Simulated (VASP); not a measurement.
# Mg12O in VASP: further runs

The runs below take Mg12O through single point, with PBEsol.

All numbers are computed with VASP 6.6.1; they aren't measurements. Logs are shortened: lines on timing, memory, paths and dates and some standing lists are left out, and cuts for length are marked.

## (1) The cell of the first run

The cell holds a slab with vacuum, 13 atoms: a = 6.420 Å, b = 6.420 Å, c = 16.213 Å, α = 90.00°, β = 90.00°, γ = 60.00°.

## (2) Single point, PBEsol

Contents of INCAR:

```
SYSTEM = Mg12O
  PREC = Accurate
  ENCUT = 520
  EDIFF = 1E-6
  ISMEAR = -1
  SIGMA = 0.15
  LREAL = .False.
  LASPH = .True.
  NELM = 100
  ALGO = Normal
  ISIF = 2
  LWAVE = .False.
  LCHARG = .False.
  GGA = PS
  NBANDS = 27
```

Contents of KPOINTS:

```
Automatic mesh
0
Gamma
  2 2 1
  0 0 0
```

Contents of POSCAR:

```
Mg12O
1.0
    6.4200000000      0.0000000000      0.0000000000
    3.2100000000      5.5598830000      0.0000000000
    0.0000000000      0.0000000000     16.2130400000
Mg O
12 1
Direct
    0.0000000000      0.0000000000      0.0616787475
    0.5000000000      0.0000000000      0.0616787475
    0.0000037321      0.4999925358      0.0616787475
    0.5000037321      0.4999925358      0.0616787475
   -0.2271529816      0.4076704492      0.2213711926
    0.2995471118      0.3885693278      0.2179233506
   -0.2364238384      0.9111342811      0.2294696121
    0.3405228418      0.8521941919      0.2069321978
   -0.0640786745      0.0455405267      0.3913763242
    0.4370294204     -0.0121585292      0.4054390787
   -0.0401443205      0.5180144978      0.4009241944
    0.4574696909      0.5029422382      0.3849987418
    0.1057536657      0.1910471857      0.4235849662
```

Potentials or basis: VASP PAW PBE potentials, release 64 (Mg, O).

The run is started by

```console
$ cat potpaw_PBE.64/Mg/POTCAR potpaw_PBE.64/O/POTCAR > POTCAR
$ mpirun -np 1 vasp_std > vasp.out
```

OUTCAR:

```text
SYSTEM = Mg12O
   PREC = Accurate
   ENCUT = 520
   EDIFF = 1E-6
   ISMEAR = -1
   LREAL = .False.
   LASPH = .True.
   NELM = 100
   ISIF = 2
   GGA = PS

 ion  position               nearest neighbor table
   1  0.000  0.000  0.062-   8 3.03   3 3.21   4 3.21   2 3.21   2 3.21   4 3.21   3 3.21   7 3.30
                             5 3.44
   2  0.500  0.000  0.062-   8 2.91   7 3.10   4 3.21   3 3.21   1 3.21   1 3.21   3 3.21   4 3.21
                             6 3.33
   3  0.000  0.500  0.062-   6 3.04   5 3.17   1 3.21   2 3.21   4 3.21   4 3.21   2 3.21   1 3.21
                             7 3.56
   4  0.500  0.500  0.062-   5 3.01   8 3.06   6 3.08   2 3.21   1 3.21   3 3.21   3 3.21   1 3.21
                             2 3.21
   5  0.773  0.408  0.221-   8 2.83   4 3.01   6 3.10   3 3.17  12 3.21   7 3.21   7 3.22   6 3.32
                            11 3.36   9 3.42   1 3.44   8 3.61
   6  0.300  0.389  0.218-   7 3.03   3 3.04   4 3.08   5 3.10  12 3.11   8 3.12   5 3.32   8 3.32
                             2 3.33   7 3.40  11 3.53
   7  0.764  0.911  0.229-   8 2.95   6 3.03   2 3.10   9 3.13   5 3.21   5 3.22   1 3.30   6 3.40
                            10 3.43  11 3.54   8 3.55   3 3.56
   8  0.341  0.852  0.207-   5 2.83   2 2.91   7 2.95   1 3.03   4 3.06   6 3.12   6 3.32  10 3.47
                            12 3.50   7 3.55   5 3.61
   9  0.936  0.046  0.391-  13 1.83  12 3.01  10 3.06  11 3.12   7 3.13  11 3.32  10 3.41   5 3.42
                            12 3.42
  10  0.437  0.988  0.405-  13 1.88   9 3.06  12 3.07  11 3.20  11 3.25  12 3.39   9 3.41   7 3.43
                             8 3.47
  11  0.960  0.518  0.401-  13 1.86   9 3.12  12 3.16  10 3.20  10 3.25  12 3.28   9 3.32   5 3.36
                             6 3.53   7 3.54
  12  0.457  0.503  0.385-   9 3.01  10 3.07   6 3.11  11 3.16   5 3.21  11 3.28  10 3.39   9 3.42
                             8 3.50
  13  0.106  0.191  0.424-   9 1.83  11 1.86  10 1.88

  LATTYP: Found a hexagonal cell.
 ALAT       =     6.4199999201
 C/A-ratio  =     2.5253956701

  Lattice vectors:

 A1 = (  -3.2100000000,  -5.5598830000,   0.0000000000)
 A2 = (   6.4200000000,   0.0000000000,   0.0000000000)
 A3 = (   0.0000000000,   0.0000000000,  16.2130400000)

Analysis of symmetry for initial positions (statically):
=====================================================================
 Subroutine PRICEL returns:
 Original cell was already a primitive cell.

 Routine SETGRP: Setting up the symmetry group for a
 hexagonal supercell.

 Subroutine GETGRP returns: Found  1 space group operations
 (whereof  1 operations were pure point group operations)
 out of a pool of 24 trial point group operations.

The static configuration has the point symmetry C_1 .

Analysis of symmetry for dynamics (positions and initial velocities):
=====================================================================
 Subroutine PRICEL returns:
 Original cell was already a primitive cell.

 Routine SETGRP: Setting up the symmetry group for a
 hexagonal supercell.

 Subroutine GETGRP returns: Found  1 space group operations
 (whereof  1 operations were pure point group operations)
 out of a pool of 24 trial point group operations.

The dynamic configuration has the point symmetry C_1 .

 Subroutine INISYM returns: Found  1 space group operations
 (whereof  1 operations are pure point group operations),
 and found     1 'primitive' translations

----------------------------------------------------------------------------------------

                                     Primitive cell

  volume of cell :     578.7155

  direct lattice vectors                    reciprocal lattice vectors
     6.420000000  0.000000000  0.000000000     0.155763240 -0.089929950  0.000000000
     3.210000000  5.559883000  0.000000000     0.000000000  0.179859900  0.000000000
     0.000000000  0.000000000 16.213040000     0.000000000  0.000000000  0.061678747

  length of vectors
     6.420000000  6.419999920 16.213040000     0.179859898  0.179859900  0.061678747

  position of ions in fractional coordinates (direct lattice)
     0.000000000  0.000000000  0.061678747
     0.500000000  0.000000000  0.061678747
     0.000003732  0.499992536  0.061678747
     0.500003732  0.499992536  0.061678747
     0.772847018  0.407670449  0.221371193
     0.299547112  0.388569328  0.217923351
     0.763576162  0.911134281  0.229469612
     0.340522842  0.852194192  0.206932198
     0.935921325  0.045540527  0.391376324
     0.437029420  0.987841471  0.405439079
     0.959855680  0.518014498  0.400924194
     0.457469691  0.502942238  0.384998742
     0.105753666  0.191047186  0.423584966

  ion indices of the primitive-cell ions
   primitive index   ion index
                 1           1
                 2           2
                 3           3
                 4           4
                 5           5
                 6           6
                 7           7
                 8           8
                 9           9
                10          10
                11          11
                12          12
                13          13

----------------------------------------------------------------------------------------

 KPOINTS: Automatic mesh

Automatic generation of k-mesh.
 Grid dimensions read from file:
 generate k-points for:    2    2    1

 Generating k-lattice:

  Cartesian coordinates                     Fractional coordinates (reciprocal lattice)
     0.077881620 -0.044964975  0.000000000     0.500000000 -0.000000000  0.000000000
     0.000000000  0.089929950  0.000000000     0.000000000  0.500000000  0.000000000
     0.000000000  0.000000000  0.061678747     0.000000000  0.000000000  1.000000000

  Length of vectors
     0.089929949  0.089929950  0.061678747

  Shift w.r.t. Gamma in fractional coordinates (k-lattice)
     0.000000000  0.000000000  0.000000000

 Subroutine IBZKPT returns following result:
 ===========================================

 Found      4 irreducible k-points:

 Following reciprocal coordinates:
            Coordinates               Weight
  0.000000  0.000000  0.000000      1.000000
  0.500000  0.000000  0.000000      1.000000
  0.500000  0.500000  0.000000      1.000000
  0.000000  0.500000  0.000000      1.000000
   k-points           NKPTS =      4   k-points in BZ     NKDIM =      4   number of bands    NBANDS=     27
   number of dos      NEDOS =    301   number of ions     NIONS =     13
   total plane-waves  NPLWV = 290304
   dimension x,y,z NGX =    48 NGY =   48 NGZ =  126
   dimension x,y,z NGXF=    96 NGYF=   96 NGZF=  252
   ions per type =              12   1
   NGX,Y,Z   is equivalent  to a cutoff of  12.43, 12.43, 12.92 a.u.
   NGXF,Y,Z  is equivalent  to a cutoff of  24.86, 24.86, 25.84 a.u.
 SYSTEM =  Mg12O
   PREC   = accura    normal or accurate (medium, high low for compatibility)
   ISTART =      0    job   : 0-new  1-cont  2-samecut
   ICHARG =      2    charge: 1-file 2-atom 10-const
   ISPIN  =      1    spin polarized calculation?
   LNONCOLLINEAR =      F non collinear calculations
   LSORBIT =      F    spin-orbit coupling
   LASPH  =      T    aspherical Exc in radial PAW
   ENCUT  =  520.0 eV  38.22 Ry    6.18 a.u.  11.94 11.94 30.15*2*pi/ulx,y,z
   NELM   =    100;   NELMIN=  2; NELMDL= -5     # of ELM steps
   EDIFF  = 0.1E-05   stopping-criterion for ELM
   LREAL  =      F    real-space projection
   EDIFFG = 0.1E-04   stopping-criterion for IOM
   NSW    =      0    number of steps for IOM
   IBRION =     -1    ionic relax: 0-MD 1-quasi-New 2-CG
   NFREE  =      0    steps in history (QN), initial steepest desc. (CG)
   ISIF   =      2    stress and relaxation
   ISYM   =      2    0-nonsym 1-usesym 2-fastsym
   POTIM  = 0.5000    time-step for ionic-motion
   TEBEG  =    0.0;   TEEND  =   0.0 temperature during run
   PSTRESS=    0.0 pullay stress
   NELECT =      30.0000    total number of electrons
   NUPDOWN=      -1.0000    fix difference up-down
   EMIN   =  10.00;   EMAX   =-10.00  energy-range for DOS
   EFERMI =   0.00;   METHOD = LEGACY
   ISMEAR =    -1;   SIGMA  =   0.15  broadening in eV -4-tet -1-fermi 0-gaus
   EFERMI_NEDOS =   21; number of points for ismear=-14 and -15
   IALGO  =     38    algorithm
   IMIX   =      4    mixing-type and parameters
     AMIX     =   0.40;   BMIX     =  1.00
     AMIX_MAG =   1.60;   BMIX_MAG =  1.00
  volume/ion in A,a.u.               =      44.52       300.41
  Fermi-wavevector in a.u.,A,eV,Ry     =   0.610417  1.153522  5.069658  0.372609
  Thomas-Fermi vector in A             =   1.665971
   LORBIT       =      0    0 simple, 1 ext, 2 COOP (PROOUT), +10 PAW based schemes
   GGA     = PS    functional components
   LHFCALC =     F    Hartree Fock is set to
   AEXX    =    0.0000 exact exchange contribution
   IVDW    =     0    specifies the selected vdW correction
   LEPSILON=     F    determine dielectric tensor
   LRPA    =     F    only Hartree local field effects (RPA)
 non-spin polarized calculation
  energy-cutoff  :      520.00
  volume of cell :      578.72
 maximum number of plane-waves:     15596
 NGX is ok and might be reduce to    48
   NGX = 23   NGY = 23   NGZ = 61

 number of electron      29.9999999 magnetization

 Free energy of the ion-electron system (eV)
  ---------------------------------------------------
  ext. energy  EPLUGINS =         0.00000000
  ---------------------------------------------------
  free energy    TOTEN  =       -27.29215226 eV

  energy without entropy =      -26.96413656  energy(sigma->0) =      -27.12814441

 E-fermi :  -0.4246     XC(G=0):  -5.1777

 val. band max:       -0.7114138381   @ k =   0.0000   0.0000   0.0000
 cond. band min:      -0.3388255551   @ k =   0.5000   0.0000   0.0000
 fundamental gap:      0.3725882830
 Fermi energy:        -0.4246238090

 k-point     1 :       0.0000    0.0000    0.0000
  band No.  band energies     occupation
      1     -18.6591      2.00000
      2      -6.8045      2.00000
      3      -5.2900      2.00000
      4      -5.1896      2.00000
      5      -5.0541      2.00000
      6      -3.9989      2.00000
[... 19 lines left out ...]
     26       2.0923      0.00000
     27       2.7256      0.00000

 k-point     2 :       0.5000    0.0000    0.0000
  band No.  band energies     occupation
      1     -18.6580      2.00000
      2      -5.9770      2.00000
      3      -5.4555      2.00000
      4      -5.2631      2.00000
      5      -5.1571      2.00000
      6      -4.2850      2.00000
[... 19 lines left out ...]
     26       2.5722      0.00000
     27       2.7986      0.00000

 k-point     3 :       0.5000    0.5000    0.0000
  band No.  band energies     occupation
      1     -18.6581      2.00000
      2      -5.7863      2.00000
      3      -5.6503      2.00000
      4      -5.2553      2.00000
      5      -5.1731      2.00000
      6      -4.3321      2.00000
[... 19 lines left out ...]
     26       2.6932      0.00000
     27       2.7825      0.00000

 k-point     4 :       0.0000    0.5000    0.0000
  band No.  band energies     occupation
      1     -18.6580      2.00000
      2      -5.8782      2.00000
      3      -5.5443      2.00000
      4      -5.3118      2.00000
      5      -5.1324      2.00000
      6      -4.3090      2.00000
[... 19 lines left out ...]
     26       2.6791      0.00000
     27       2.7992      0.00000

------------------------ aborting loop because EDIFF is reached ----------------------------------------

  FORCE on cell =-STRESS in cart. coord.  units (eV):
  Direction    XX          YY          ZZ          XY          YZ          ZX
  --------------------------------------------------------------------------------------
  -------------------------------------------------------------------------------------
  Total       -0.2480867     -1.9421927     -1.8694588     -0.2418608     -0.6206492      1.6482446
  in kB       -0.6868294     -5.3769718     -5.1756076     -0.6695930     -1.7182710      4.5631748
  external PRESSURE =      -3.7464696 kB  Pullay stress =       0.0000000 kB

 VOLUME and BASIS-vectors are now :
 -----------------------------------------------------------------------------
  energy-cutoff  :      520.00
  volume of cell :      578.72
      direct lattice vectors                 reciprocal lattice vectors
     6.420000000  0.000000000  0.000000000     0.155763240 -0.089929950  0.000000000
     3.210000000  5.559883000  0.000000000     0.000000000  0.179859900  0.000000000
     0.000000000  0.000000000 16.213040000     0.000000000  0.000000000  0.061678747

 POSITION                                       TOTAL-FORCE (eV/Angst)
 -----------------------------------------------------------------------------------
      0.00000      0.00000      1.00000        -0.273155      0.009940      0.078566
      3.21000      0.00000      1.00000         0.278097      0.082224     -0.259063
      1.60500      2.77990      1.00000        -0.060079      0.261397      0.016499
      4.81500      2.77990      1.00000        -0.074909     -0.046985     -0.261124
      6.27030      2.26660      3.58910         0.411935     -0.602133      0.271655
      3.17040      2.16040      3.53320        -0.281108      0.104105      0.308868
      7.82690      5.06580      3.72040         0.574231     -0.348728      0.290773
      4.92170      4.73810      3.35500        -0.781656      0.446804      0.666819
      6.15480      0.25320      6.34540        -0.921148     -0.796930     -0.456456
      5.97670      5.49228      6.57340         0.612247      0.007323     -0.423332
      7.82510      2.88010      6.50020         0.020209      0.744986     -0.466706
      4.55140      2.79630      6.24200        -0.111303      0.189491     -0.464190
      1.29220      1.06220      6.86760         0.606638     -0.051493      0.697690
 -----------------------------------------------------------------------------------
    total drift:                               -0.000134     -0.000222      0.000287

  FREE ENERGIE OF THE ION-ELECTRON SYSTEM (eV)
  ---------------------------------------------------
  free  energy   TOTEN  =       -27.2921522588 eV

  energy  without entropy=      -26.9641365632  energy(sigma->0) =      -27.12814441
```

It took 2 min on 1 thread of AMD EPYC 7R43 (Zen 3), shared host; peak memory 0.56 GiB.

What came out:

* Free energy: -27.2922 eV
* Largest force: 1.301 eV/Å
* Band gap on the k mesh: zero (band 15 reaches -0.19 eV, above the bottom of band 16 at -0.82 eV)

Forces on the atoms (eV/Å):
```
Mg  -0.273  0.010  0.079
Mg   0.278  0.082 -0.259
Mg  -0.060  0.261  0.016
Mg  -0.075 -0.047 -0.261
Mg   0.412 -0.602  0.272
Mg  -0.281  0.104  0.309
Mg   0.574 -0.349  0.291
Mg  -0.782  0.447  0.667
Mg  -0.921 -0.797 -0.456
Mg   0.612  0.007 -0.423
Mg   0.020  0.745 -0.467
Mg  -0.111  0.189 -0.464
O    0.607 -0.051  0.698
```

Caveat: the k points lie up to 0.57 Å⁻¹ apart; the PAW data sets were made with another functional, which shifts forces and pressure a little.

(Part 1 of 2 ends here.)
